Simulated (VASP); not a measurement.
# GaCuSe2 (P4/mmm) in VASP: settings compared

GaCuSe2 is run at these levels: LDA, BLYP, PBEsol; tasks: single point.

Program: VASP 6.6.1. These are calculated values, not measurements. Logs are shortened: lines on timing, memory, paths and dates and some standing lists are left out, and cuts for length are marked.

**1. The cell of the first run**

The structure is tetragonal, space group P4/mmm (No. 123). The conventional cell has a = 3.774 Å, b = 3.774 Å, c = 5.266 Å, α = 90.00°, β = 90.00°, γ = 90.00°. Within 3.5 Å of Ga (site symmetry 4/mmm) lie 6 Se at 2.63 to 2.67 Å. Within 3.5 Å of Cu (site symmetry 4/mmm) lie 6 Se at 2.63 to 2.67 Å. Se (site symmetry 4/mmm) has 2 Cu at 2.63 Å and 4 Ga at 2.67 Å within 3.5 Å. Se (site symmetry 4/mmm) has 2 Ga at 2.63 Å and 4 Cu at 2.67 Å within 3.5 Å.

**2. Single point, LDA**

Input file INCAR:

```
ALGO = Normal
EDIFF = 1E-6
ENCUT = 520
GGA = CA
ISIF = 2
ISMEAR = -1
LASPH = True
LCHARG = False
LREAL = False
LWAVE = False
NBANDS = 26
NELM = 80
PREC = Accurate
SIGMA = 0.05
```

Input file KPOINTS:

```
k-points
0
Gamma
  6 6 4
```

Input file POSCAR:

```
GaCuSe2
1.0
    3.7744160000      0.0000000000      0.0000000000
    0.0000000000      3.7744160000      0.0000000000
    0.0000000000      0.0000000000      5.2658910000
Ga Cu Se
1 1 2
Direct
    0.5000000000      0.5000000000      0.5000000000
    0.0000000000      0.0000000000      0.0000000000
    0.0000000000      0.0000000000      0.5000000000
    0.5000000000      0.5000000000      0.0000000000
```

Potentials or basis: VASP PAW LDA potentials, release 64 (Ga_d, Cu, Se).

On the command line:

```console
$ cat potpaw_LDA.64/Ga_d/POTCAR potpaw_LDA.64/Cu/POTCAR potpaw_LDA.64/Se/POTCAR > POTCAR
$ mpirun -np 1 vasp_std > vasp.out
```

OUTCAR:

```text
EDIFF = 1E-6
   ENCUT = 520
   GGA = CA
   ISIF = 2
   ISMEAR = -1
   LASPH = True
   LREAL = False
   NELM = 80
   PREC = Accurate

 ion  position               nearest neighbor table
   1  0.500  0.500  0.500-   4 2.63   4 2.63   3 2.67   3 2.67   3 2.67   3 2.67
   2  0.000  0.000  0.000-   3 2.63   3 2.63   4 2.67   4 2.67   4 2.67   4 2.67
   3  0.000  0.000  0.500-   2 2.63   2 2.63   1 2.67   1 2.67   1 2.67   1 2.67
   4  0.500  0.500  0.000-   1 2.63   1 2.63   2 2.67   2 2.67   2 2.67   2 2.67

  LATTYP: Found a simple tetragonal cell.
 ALAT       =     3.7744160000
 C/A-ratio  =     1.3951538463

  Lattice vectors:

 A1 = (   3.7744160000,   0.0000000000,   0.0000000000)
 A2 = (   0.0000000000,   3.7744160000,   0.0000000000)
 A3 = (   0.0000000000,   0.0000000000,   5.2658910000)

Analysis of symmetry for initial positions (statically):
=====================================================================
 Subroutine PRICEL returns:
 Original cell was already a primitive cell.

 Routine SETGRP: Setting up the symmetry group for a
 simple tetragonal supercell.

 Subroutine GETGRP returns: Found 16 space group operations
 (whereof 16 operations were pure point group operations)
 out of a pool of 16 trial point group operations.

The static configuration has the point symmetry D_4h.

Analysis of symmetry for dynamics (positions and initial velocities):
=====================================================================
 Subroutine PRICEL returns:
 Original cell was already a primitive cell.

 Routine SETGRP: Setting up the symmetry group for a
 simple tetragonal supercell.

 Subroutine GETGRP returns: Found 16 space group operations
 (whereof 16 operations were pure point group operations)
 out of a pool of 16 trial point group operations.

The dynamic configuration has the point symmetry D_4h.

 Subroutine INISYM returns: Found 16 space group operations
 (whereof 16 operations are pure point group operations),
 and found     1 'primitive' translations

----------------------------------------------------------------------------------------

                                     Primitive cell

  volume of cell :      75.0190

  direct lattice vectors                    reciprocal lattice vectors
[... 87 lines left out ...]
   LSORBIT =      F    spin-orbit coupling
   LASPH  =      T    aspherical Exc in radial PAW
   ENCUT  =  520.0 eV  38.22 Ry    6.18 a.u.   7.02  7.02  9.79*2*pi/ulx,y,z
   NELM   =     80;   NELMIN=  2; NELMDL= -5     # of ELM steps
   EDIFF  = 0.1E-05   stopping-criterion for ELM
   LREAL  =      F    real-space projection
   EDIFFG = 0.1E-04   stopping-criterion for IOM
   NSW    =      0    number of steps for IOM
   IBRION =     -1    ionic relax: 0-MD 1-quasi-New 2-CG
   NFREE  =      0    steps in history (QN), initial steepest desc. (CG)
   ISIF   =      2    stress and relaxation
   ISYM   =      2    0-nonsym 1-usesym 2-fastsym
   POTIM  = 0.5000    time-step for ionic-motion
   TEBEG  =    0.0;   TEEND  =   0.0 temperature during run
   PSTRESS=    0.0 pullay stress
   NELECT =      36.0000    total number of electrons
   NUPDOWN=      -1.0000    fix difference up-down
   EMIN   =  10.00;   EMAX   =-10.00  energy-range for DOS
   EFERMI =   0.00;   METHOD = LEGACY
   ISMEAR =    -1;   SIGMA  =   0.05  broadening in eV -4-tet -1-fermi 0-gaus
   EFERMI_NEDOS =   21; number of points for ismear=-14 and -15
   IALGO  =     38    algorithm
   IMIX   =      4    mixing-type and parameters
     AMIX     =   0.40;   BMIX     =  1.00
     AMIX_MAG =   1.60;   BMIX_MAG =  1.00
  volume/ion in A,a.u.               =      18.75       126.56
  Fermi-wavevector in a.u.,A,eV,Ry     =   1.281697  2.422055 22.350915  1.642746
  Thomas-Fermi vector in A             =   2.414051
   LORBIT       =      0    0 simple, 1 ext, 2 COOP (PROOUT), +10 PAW based schemes
   GGA     = CA    functional components
   LHFCALC =     F    Hartree Fock is set to
   AEXX    =    0.0000 exact exchange contribution
   IVDW    =     0    specifies the selected vdW correction
   LEPSILON=     F    determine dielectric tensor
   LRPA    =     F    only Hartree local field effects (RPA)
 non-spin polarized calculation
  energy-cutoff  :      520.00
  volume of cell :       75.02
 maximum number of plane-waves:      2048
   NGX = 15   NGY = 15   NGZ = 19

 number of electron      36.0000006 magnetization

 Free energy of the ion-electron system (eV)
  ---------------------------------------------------
  ext. energy  EPLUGINS =         0.00000000
  ---------------------------------------------------
  free energy    TOTEN  =       -17.59319903 eV

  energy without entropy =      -17.58329024  energy(sigma->0) =      -17.58824463

 E-fermi :   5.2224     XC(G=0): -10.9409

 val. band max:        5.1868467097   @ k =   0.3333   0.0000   0.5000
 cond. band min:       5.2870361769   @ k =   0.3333   0.0000   0.2500
 fundamental gap:      0.1001894672
 Fermi energy:         5.2224305562

 k-point     1 :       0.0000    0.0000    0.0000
  band No.  band energies     occupation
      1     -10.1154      2.00000
      2      -9.9348      2.00000
      3      -9.9307      2.00000
      4      -9.8838      2.00000
      5      -9.8838      2.00000
      6      -9.4820      2.00000
[... 685 lines left out ...]
     25      10.7820      0.00000
     26      12.6829      0.00000

 [... further k-points ...]

------------------------ aborting loop because EDIFF is reached ----------------------------------------

  FORCE on cell =-STRESS in cart. coord.  units (eV):
  Direction    XX          YY          ZZ          XY          YZ          ZX
  --------------------------------------------------------------------------------------
  -------------------------------------------------------------------------------------
  Total       -3.0804273     -3.0804273     -2.6501054      0.0000000      0.0000000     -0.0000000
  in kB      -65.7885251    -65.7885251    -56.5981624      0.0000000      0.0000000     -0.0000000
  external PRESSURE =     -62.7250708 kB  Pullay stress =       0.0000000 kB

 VOLUME and BASIS-vectors are now :
 -----------------------------------------------------------------------------
  energy-cutoff  :      520.00
  volume of cell :       75.02
      direct lattice vectors                 reciprocal lattice vectors
     3.774416000  0.000000000  0.000000000     0.264941649  0.000000000  0.000000000
     0.000000000  3.774416000  0.000000000     0.000000000  0.264941649  0.000000000
     0.000000000  0.000000000  5.265891000     0.000000000  0.000000000  0.189901386

 POSITION                                       TOTAL-FORCE (eV/Angst)
 -----------------------------------------------------------------------------------
      1.88721      1.88721      2.63295         0.000000      0.000000      0.000000
      0.00000      0.00000      0.00000         0.000000      0.000000      0.000000
      0.00000      0.00000      2.63295         0.000000      0.000000      0.000000
      1.88721      1.88721      0.00000         0.000000      0.000000      0.000000
 -----------------------------------------------------------------------------------
    total drift:                                0.000000      0.000000      0.000000

  FREE ENERGIE OF THE ION-ELECTRON SYSTEM (eV)
  ---------------------------------------------------
  free  energy   TOTEN  =       -17.5931990304 eV

  energy  without entropy=      -17.5832902360  energy(sigma->0) =      -17.58824463
```

OSZICAR:

```text
N       E                     dE             d eps       ncg     rms          rms(c)
DAV:   1     0.273503287908E+03    0.27350E+03   -0.16637E+04  1594   0.195E+03
DAV:   2     0.155936989920E+02   -0.25791E+03   -0.24693E+03  1592   0.428E+02
DAV:   3    -0.175806082648E+02   -0.33174E+02   -0.31978E+02  1998   0.134E+02
DAV:   4    -0.188848323932E+02   -0.13042E+01   -0.12930E+01  1928   0.260E+01
DAV:   5    -0.189219188273E+02   -0.37086E-01   -0.37003E-01  1984   0.463E+00    0.114E+01
DAV:   6    -0.207545743214E+02   -0.18327E+01   -0.36167E+01  1902   0.108E+02    0.106E+01
DAV:   7    -0.177351696530E+02    0.30194E+01   -0.75880E+00  1882   0.617E+01    0.361E+00
DAV:   8    -0.176798171842E+02    0.55352E-01   -0.26077E+00  2340   0.358E+01    0.278E+00
DAV:   9    -0.175965732036E+02    0.83244E-01   -0.80384E-01  2086   0.183E+01    0.619E-01
DAV:  10    -0.175930679200E+02    0.35053E-02   -0.53175E-02  2344   0.401E+00    0.130E-01
DAV:  11    -0.175932283977E+02   -0.16048E-03   -0.39926E-03  2296   0.578E-01    0.595E-02
DAV:  12    -0.175932165878E+02    0.11810E-04   -0.16246E-04  2254   0.185E-01    0.479E-02
DAV:  13    -0.175931983930E+02    0.18195E-04   -0.65144E-05  2276   0.173E-01    0.106E-02
DAV:  14    -0.175931991564E+02   -0.76346E-06   -0.10162E-05  2038   0.465E-02    0.492E-03
DAV:  15    -0.175931990304E+02    0.12601E-06   -0.11904E-06  1032   0.301E-02
   1 F= -.17593199E+02 E0= -.17588245E+02  d E =-.990879E-02
```

It took 44 s on 1 thread of AMD EPYC 7R13 (Zen 3), shared host; peak memory 0.16 GiB.

Results:

* Free energy: -17.5932 eV
* Pressure: -6.3 GPa
* Band gap on the k mesh: zero (bands 18 and 19 overlap by 2.71 eV)

Levels at points of the mesh, in eV from the Fermi level:
```
           k point  band 16  band 17  band 18  band 19  band 20  band 21
(0.00, 0.00, 0.00)    -2.24    -1.14    -0.95    -0.95     1.13     4.17
(0.50, 0.00, 0.00)    -1.95    -1.55     0.25     1.69     2.29     3.65
(0.50, 0.50, 0.00)    -2.56    -2.32    -2.18    -2.06     0.30     4.50
(0.00, 0.00, 0.50)    -1.75    -1.75    -1.51     0.48     2.26     4.61
(0.50, 0.00, 0.50)    -1.08     0.52     0.65     1.85     2.34     2.67
(0.50, 0.50, 0.50)    -2.18    -2.12    -1.90     1.19     3.76     4.09
```

Caveat: the cell stands under tension. With open d or f shells a metallic result of LDA can be an artefact of self-interaction; +U or a hybrid may open a gap.

(Part 1 of 2 ends here.)

The gap in the log of VASP goes by the Fermi energy; the results here count the filled bands.